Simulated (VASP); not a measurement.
# MnSn3 (Pm-3m) in VASP: a series of runs

The runs below take MnSn3 through single point, with PBE.

Everything below comes from runs of VASP 6.6.1. Logs are shortened: lines on timing, memory, paths and dates and some standing lists are left out, and cuts for length are marked.

## Step 1: The cell of the first run

Symmetry: Pm-3m, No. 221, cubic system. Conventional cell: a = 4.603 Å, b = 4.603 Å, c = 4.603 Å, α = 90.00°, β = 90.00°, γ = 90.00°. Within 4.3 Å of Sn (site symmetry 4/mmm) lie 8 Sn at 3.25 Å and 4 Mn at 3.25 Å. Mn (site symmetry m-3m) has 12 Sn at 3.25 Å within 4.3 Å.

## Step 2: Single point, PBE, collinear spin, ferromagnetic start

INCAR reads:

```
SYSTEM = MnSn3
PREC     = Accurate       ! precision mode
ENCUT    = 520            ! plane-wave cutoff, eV
EDIFF    = 1E-6           ! SCF threshold, eV
ISMEAR   = 0              ! smearing method
SIGMA    = 0.1            ! smearing width, eV
LREAL    = .FALSE.        ! projectors in reciprocal space
LASPH    = .TRUE.         ! aspherical terms in the spheres
NELM     = 150            ! most SCF steps
ALGO     = Normal         ! electronic algorithm
ISIF     = 2              ! what is computed and relaxed
LWAVE    = .FALSE.        ! write WAVECAR
LCHARG   = .TRUE.         ! write CHGCAR
ISPIN    = 2              ! spin polarisation
MAGMOM   = 0 0 0 4.61     ! initial moments
LORBIT   = 11             ! projections on sites
LMAXMIX  = 4              ! l up to which the mixer works
GGA      = PE             ! functional
LELF     = .TRUE.         ! ELF
LVHAR    = .TRUE.       
NBANDS   = 40             ! bands
```

KPOINTS reads:

```
regular mesh
0
G
  10 10 10
  0 0 0
```

POSCAR reads:

```
MnSn3
1.0
    4.6027677977      0.0000000000      0.0000000000
    0.0000000000      4.6027677977      0.0000000000
    0.0000000000      0.0000000000      4.6027677977
Sn Mn
3 1
Direct
    0.0000000000      0.5000000000      0.5000000000
    0.5000000000      0.0000000000      0.5000000000
    0.5000000000      0.5000000000      0.0000000000
    0.0000000000      0.0000000000      0.0000000000
```

Potentials or basis: VASP PAW PBE potentials, release 64 (Sn_d, Mn_pv).

The run is started by

```
$ cat potpaw_PBE.64/Sn_d/POTCAR potpaw_PBE.64/Mn_pv/POTCAR > POTCAR
$ mpirun -np 1 vasp_std > vasp.out
```

OUTCAR:

```text
SYSTEM = MnSn3
   PREC = Accurate
   ENCUT = 520
   EDIFF = 1E-6
   ISMEAR = 0
   LREAL = .FALSE.
   LASPH = .TRUE.
   NELM = 150
   ISIF = 2
   ISPIN = 2
   LORBIT = 11
   GGA = PE

 ion  position               nearest neighbor table
   1  0.000  0.500  0.500-   2 3.25   3 3.25   4 3.25   3 3.25   4 3.25   2 3.25   4 3.25   4 3.25
                             2 3.25   3 3.25   3 3.25   2 3.25
   2  0.500  0.000  0.500-   1 3.25   3 3.25   4 3.25   3 3.25   4 3.25   1 3.25   3 3.25   3 3.25
                             1 3.25   4 3.25   4 3.25   1 3.25
   3  0.500  0.500  0.000-   1 3.25   2 3.25   4 3.25   1 3.25   2 3.25   2 3.25   4 3.25   2 3.25
                             1 3.25   4 3.25   1 3.25   4 3.25
   4  0.000  0.000  0.000-   1 3.25   2 3.25   3 3.25   1 3.25   2 3.25   1 3.25   3 3.25   1 3.25
                             2 3.25   3 3.25   2 3.25   3 3.25

  LATTYP: Found a simple cubic cell.
 ALAT       =     4.6027677977

  Lattice vectors:

 A1 = (   4.6027677977,   0.0000000000,   0.0000000000)
 A2 = (   0.0000000000,   4.6027677977,   0.0000000000)
 A3 = (   0.0000000000,   0.0000000000,   4.6027677977)

Analysis of symmetry for initial positions (statically):
=====================================================================
 Subroutine PRICEL returns:
 Original cell was already a primitive cell.

 Routine SETGRP: Setting up the symmetry group for a
 simple cubic supercell.

 Subroutine GETGRP returns: Found 48 space group operations
 (whereof 48 operations were pure point group operations)
 out of a pool of 48 trial point group operations.

The static configuration has the point symmetry O_h .

Analysis of symmetry for dynamics (positions and initial velocities):
=====================================================================
 Subroutine PRICEL returns:
 Original cell was already a primitive cell.

 Routine SETGRP: Setting up the symmetry group for a
 simple cubic supercell.

 Subroutine GETGRP returns: Found 48 space group operations
 (whereof 48 operations were pure point group operations)
 out of a pool of 48 trial point group operations.

The dynamic configuration has the point symmetry O_h .

Analysis of structural, dynamic, and magnetic symmetry:
=====================================================================
 Subroutine PRICEL returns:
 Original cell was already a primitive cell.

 Routine SETGRP: Setting up the symmetry group for a
 simple cubic supercell.

 Subroutine GETGRP returns: Found 48 space group operations
 (whereof 48 operations were pure point group operations)
 out of a pool of 48 trial point group operations.

The overall configuration has the point symmetry O_h .

 Subroutine INISYM returns: Found 48 space group operations
 (whereof 48 operations are pure point group operations),
 and found     1 'primitive' translations

----------------------------------------------------------------------------------------

                                     Primitive cell

  volume of cell :      97.5118

  direct lattice vectors                    reciprocal lattice vectors
     4.602767798  0.000000000  0.000000000     0.217260580  0.000000000  0.000000000
     0.000000000  4.602767798  0.000000000     0.000000000  0.217260580  0.000000000
     0.000000000  0.000000000  4.602767798     0.000000000  0.000000000  0.217260580

  length of vectors
     4.602767798  4.602767798  4.602767798     0.217260580  0.217260580  0.217260580

  position of ions in fractional coordinates (direct lattice)
     0.000000000  0.500000000  0.500000000
     0.500000000  0.000000000  0.500000000
     0.500000000  0.500000000  0.000000000
     0.000000000  0.000000000  0.000000000

  ion indices of the primitive-cell ions
   primitive index   ion index
                 1           1
                 2           2
                 3           3
                 4           4

----------------------------------------------------------------------------------------

 KPOINTS: regular mesh

Automatic generation of k-mesh.
 Grid dimensions read from file:
 generate k-points for:   10   10   10

 Generating k-lattice:

  Cartesian coordinates                     Fractional coordinates (reciprocal lattice)
     0.021726058  0.000000000  0.000000000     0.100000000  0.000000000  0.000000000
     0.000000000  0.021726058  0.000000000     0.000000000  0.100000000  0.000000000
     0.000000000  0.000000000  0.021726058     0.000000000  0.000000000  0.100000000

  Length of vectors
     0.021726058  0.021726058  0.021726058

  Shift w.r.t. Gamma in fractional coordinates (k-lattice)
     0.000000000  0.000000000  0.000000000

 Subroutine IBZKPT returns following result:
 ===========================================

 Found     56 irreducible k-points:

 Following reciprocal coordinates:
            Coordinates               Weight
  0.000000  0.000000  0.000000      1.000000
  0.100000  0.000000  0.000000      6.000000
  0.200000  0.000000  0.000000      6.000000
  0.300000  0.000000  0.000000      6.000000
  0.400000  0.000000  0.000000      6.000000
  0.500000  0.000000  0.000000      3.000000
[... 16 lines left out ...]
  0.200000  0.100000  0.100000     24.000000
  0.300000  0.100000  0.100000     24.000000
 [... further k-points ...]
   k-points           NKPTS =     56   k-points in BZ     NKDIM =     56   number of bands    NBANDS=     40
   number of dos      NEDOS =    301   number of ions     NIONS =      4
   total plane-waves  NPLWV =  46656
   dimension x,y,z NGX =    36 NGY =   36 NGZ =   36
   dimension x,y,z NGXF=    72 NGYF=   72 NGZF=   72
   ions per type =               3   1
   NGX,Y,Z   is equivalent  to a cutoff of  13.00, 13.00, 13.00 a.u.
   NGXF,Y,Z  is equivalent  to a cutoff of  26.01, 26.01, 26.01 a.u.
 SYSTEM =  MnSn3
   PREC   = accura    normal or accurate (medium, high low for compatibility)
   ISTART =      0    job   : 0-new  1-cont  2-samecut
   ICHARG =      2    charge: 1-file 2-atom 10-const
   ISPIN  =      2    spin polarized calculation?
   LNONCOLLINEAR =      F non collinear calculations
   LSORBIT =      F    spin-orbit coupling
   LASPH  =      T    aspherical Exc in radial PAW
   ENCUT  =  520.0 eV  38.22 Ry    6.18 a.u.   8.56  8.56  8.56*2*pi/ulx,y,z
   NELM   =    150;   NELMIN=  2; NELMDL= -5     # of ELM steps
   EDIFF  = 0.1E-05   stopping-criterion for ELM
   LREAL  =      F    real-space projection
   EDIFFG = 0.1E-04   stopping-criterion for IOM
   NSW    =      0    number of steps for IOM
   IBRION =     -1    ionic relax: 0-MD 1-quasi-New 2-CG
   NFREE  =      0    steps in history (QN), initial steepest desc. (CG)
   ISIF   =      2    stress and relaxation
   ISYM   =      2    0-nonsym 1-usesym 2-fastsym
   POTIM  = 0.5000    time-step for ionic-motion
   TEBEG  =    0.0;   TEEND  =   0.0 temperature during run
   PSTRESS=    0.0 pullay stress
   NELECT =      55.0000    total number of electrons
   NUPDOWN=      -1.0000    fix difference up-down
   EMIN   =  10.00;   EMAX   =-10.00  energy-range for DOS
   EFERMI =   0.00;   METHOD = LEGACY
   ISMEAR =     0;   SIGMA  =   0.10  broadening in eV -4-tet -1-fermi 0-gaus
   EFERMI_NEDOS =   21; number of points for ismear=-14 and -15
   IALGO  =     38    algorithm
   IMIX   =      4    mixing-type and parameters
     AMIX     =   0.40;   BMIX     =  1.00
     AMIX_MAG =   1.60;   BMIX_MAG =  1.00
  volume/ion in A,a.u.               =      24.38       164.51
  Fermi-wavevector in a.u.,A,eV,Ry     =   1.352623  2.556086 24.893057  1.829588
  Thomas-Fermi vector in A             =   2.479946
   LORBIT       =     11    0 simple, 1 ext, 2 COOP (PROOUT), +10 PAW based schemes
   GGA     = PE    functional components
   LHFCALC =     F    Hartree Fock is set to
   AEXX    =    0.0000 exact exchange contribution
   IVDW    =     0    specifies the selected vdW correction
   LEPSILON=     F    determine dielectric tensor
   LRPA    =     F    only Hartree local field effects (RPA)
 spin polarized calculation
 Gauss-broadening in eV      SIGMA  =   0.10
  energy-cutoff  :      520.00
  volume of cell :       97.51
 maximum number of plane-waves:      2642
 NGX is ok and might be reduce to    36
   NGX = 17   NGY = 17   NGZ = 17

 number of electron      55.0000023 magnetization       4.1693397

 Free energy of the ion-electron system (eV)
  ---------------------------------------------------
  ext. energy  EPLUGINS =         0.00000000
  ---------------------------------------------------
  free energy    TOTEN  =       -19.47101061 eV

  energy without entropy =      -19.45504607  energy(sigma->0) =      -19.46302834

 E-fermi :   8.1759     XC(G=0): -10.5795

 val. band max:        8.1749822619   @ k =   0.1000   0.1000   0.1000
 cond. band min:       8.1781567036   @ k =   0.4000   0.4000   0.1000
 fundamental gap:      0.0031744417
 Fermi energy:         8.1758740315

 spin component 1

 k-point     1 :       0.0000    0.0000    0.0000
  band No.  band energies     occupation
      1     -42.3920      1.00000
      2     -42.3920      1.00000
      3     -42.3920      1.00000
      4     -13.5439      1.00000
      5     -13.5439      1.00000
      6     -13.5439      1.00000
[... 31 lines left out ...]
     38      15.1015      0.00000
     39      15.2044      0.00000

 k-point     2 :       0.1000    0.0000    0.0000
  band No.  band energies     occupation
      1     -42.3920      1.00000
      2     -42.3920      1.00000
      3     -42.3920      1.00000
      4     -13.5430      1.00000
      5     -13.5369      1.00000
      6     -13.5369      1.00000
[... 913 lines left out ...]
     38      15.4915      0.00000
     39      15.8928      0.00000

 k-point    24 :       0.3000    0.1000    0.1000
  band No.  band energies     occupation
      1     -42.3921      1.00000
      2     -42.3920      1.00000
      3     -42.3920      1.00000
      4     -13.5259      1.00000
      5     -13.4955      1.00000
      6     -13.4811      1.00000
[... 31 lines left out ...]
     38      15.6882      0.00000
     39      16.2084      0.00000

 [... further k-points ...]

 spin component 2

 k-point     1 :       0.0000    0.0000    0.0000
  band No.  band energies     occupation
      1     -38.2005      1.00000
      2     -38.2005      1.00000
      3     -38.2005      1.00000
      4     -13.5448      1.00000
      5     -13.5448      1.00000
      6     -13.5448      1.00000
[... 31 lines left out ...]
     38      15.4467      0.00000
     39      15.5101      0.00000

 k-point     2 :       0.1000    0.0000    0.0000
  band No.  band energies     occupation
      1     -38.2005      1.00000
      2     -38.2005      1.00000
      3     -38.2005      1.00000
      4     -13.5438      1.00000
      5     -13.5376      1.00000
      6     -13.5376      1.00000
[... 913 lines left out ...]
     38      15.7397      0.00000
     39      16.1235      0.00000

 k-point    24 :       0.3000    0.1000    0.1000
  band No.  band energies     occupation
      1     -38.2006      1.00000
      2     -38.2005      1.00000
      3     -38.2005      1.00000
      4     -13.5263      1.00000
      5     -13.4922      1.00000
      6     -13.4821      1.00000
[... 31 lines left out ...]
     38      15.8549      0.00000
     39      16.7919      0.00000

 [... further k-points ...]

 [bands above 39 left out]

------------------------ aborting loop because EDIFF is reached ----------------------------------------

  FORCE on cell =-STRESS in cart. coord.  units (eV):
  Direction    XX          YY          ZZ          XY          YZ          ZX
  --------------------------------------------------------------------------------------
  -------------------------------------------------------------------------------------
  Total       -0.0471440     -0.0471440     -0.0471440      0.0000000     -0.0000000      0.0000000
  in kB       -0.7746048     -0.7746048     -0.7746048      0.0000000     -0.0000000      0.0000000
  external PRESSURE =      -0.7746048 kB  Pullay stress =       0.0000000 kB

 VOLUME and BASIS-vectors are now :
 -----------------------------------------------------------------------------
  energy-cutoff  :      520.00
  volume of cell :       97.51
      direct lattice vectors                 reciprocal lattice vectors
     4.602767798  0.000000000  0.000000000     0.217260580  0.000000000  0.000000000
     0.000000000  4.602767798  0.000000000     0.000000000  0.217260580  0.000000000
     0.000000000  0.000000000  4.602767798     0.000000000  0.000000000  0.217260580

 POSITION                                       TOTAL-FORCE (eV/Angst)
 -----------------------------------------------------------------------------------
      0.00000      2.30138      2.30138         0.000000      0.000000      0.000000
      2.30138      0.00000      2.30138         0.000000      0.000000      0.000000
      2.30138      2.30138      0.00000         0.000000      0.000000      0.000000
      0.00000      0.00000      0.00000         0.000000      0.000000      0.000000
 -----------------------------------------------------------------------------------
    total drift:                                0.000000      0.000000      0.000000

  FREE ENERGIE OF THE ION-ELECTRON SYSTEM (eV)
  ---------------------------------------------------
  free  energy   TOTEN  =       -19.4710106143 eV

  energy  without entropy=      -19.4550460684  energy(sigma->0) =      -19.46302834

 total charge

# of ion       s       p       d       tot
------------------------------------------
    1        1.270   0.953   9.983  12.206
    2        1.270   0.953   9.983  12.206
    3        1.270   0.953   9.983  12.206
    4        0.257   6.108   4.955  11.320
--------------------------------------------------
tot          4.068   8.966  34.905  47.939

 magnetization (x)

# of ion       s       p       d       tot
------------------------------------------
    1        0.019  -0.045   0.002  -0.024
    2        0.019  -0.045   0.002  -0.024
    3        0.019  -0.045   0.002  -0.024
    4        0.067   0.032   3.904   4.004
--------------------------------------------------
tot          0.124  -0.102   3.910   3.932
```

It took 2.5 min on 1 thread of Intel Xeon 6975P-C (Granite Rapids), shared host; peak memory 0.45 GiB.

What came out:

| Property | Result |
| --- | --- |
| Free energy | -19.4710 eV |
| Pressure | -0.1 GPa |
| Net moment | 4.17 μB per cell |
| Site moments | Sn -0.02; Mn +4.00 μB |
| Valence electrons inside the program's atomic spheres | Sn 12.21; Mn 11.32 |

Caveat: spin-orbit coupling is left out, which moves the levels of the heavy elements.

## Step 3: Single point, PBE, collinear spin, ferromagnetic start

INCAR reads:

```
SYSTEM = MnSn3
  PREC = Accurate
  ENCUT = 520
  EDIFF = 1E-7
  ISMEAR = 0
  SIGMA = 0.1
  LREAL = .FALSE.
  LASPH = .TRUE.
  NELM = 150
  ALGO = Normal
  ISIF = 2
  LWAVE = .FALSE.
  LCHARG = .TRUE.
  ISPIN = 2
  MAGMOM = 0 0 0 4
  LORBIT = 11
  LMAXMIX = 4
  GGA = PE
  LELF = .TRUE.
  LVHAR = .TRUE.
  NBANDS = 40
```

KPOINTS is that of step 2.

POSCAR is that of step 2.

Potentials or basis: VASP PAW PBE potentials, release 64 (Sn_d, Mn_pv).

The run is started by

```
$ cat potpaw_PBE.64/Sn_d/POTCAR potpaw_PBE.64/Mn_pv/POTCAR > POTCAR
$ mpirun -np 1 vasp_std > vasp.out
```

Run time: 15 min. Hardware: 1 thread of Intel Xeon 8259CL, shared host; peak memory 0.42 GiB.

It converged, with:

| Property | Result |
| --- | --- |
| Free energy | -19.4710 eV |
| Pressure | -0.1 GPa |
| Net moment | 4.17 μB per cell |
| Site moments | Sn -0.02; Mn +4.00 μB |
| Valence electrons inside the program's atomic spheres | Sn 12.21; Mn 11.32 |

Levels at points of the mesh, in eV from the Fermi level:
Spin up:
```tsv
k point	band 27	band 28	band 29	band 30	band 31	band 32	band 33	band 34
(0.00, 0.00, 0.00)	-3.02	-2.43	-2.43	-0.47	2.58	2.58	2.58	3.91
(0.50, 0.00, 0.00)	-1.02	-1.02	-0.73	-0.63	-0.63	0.48	1.06	4.76
(0.50, 0.50, 0.00)	-2.74	-0.40	0.06	0.57	0.57	1.10	1.10	2.87
(0.50, 0.50, 0.50)	-2.94	-2.55	-2.55	-2.55	-1.81	6.50	6.50	6.87
```
Spin down:
```csv
k point,band 23,band 24,band 25,band 26,band 27,band 28
"(0.00, 0.00, 0.00)",-3.30,-3.30,0.39,0.44,0.44,0.44
"(0.50, 0.00, 0.00)",-2.34,-1.32,-0.52,-0.52,-0.36,0.47
"(0.50, 0.50, 0.00)",-1.04,-1.04,-0.62,0.05,0.56,0.65
"(0.50, 0.50, 0.50)",-4.09,-4.09,-4.09,-0.72,0.82,0.82
```

Caveat: spin-orbit coupling is left out, which moves the levels of the heavy elements.
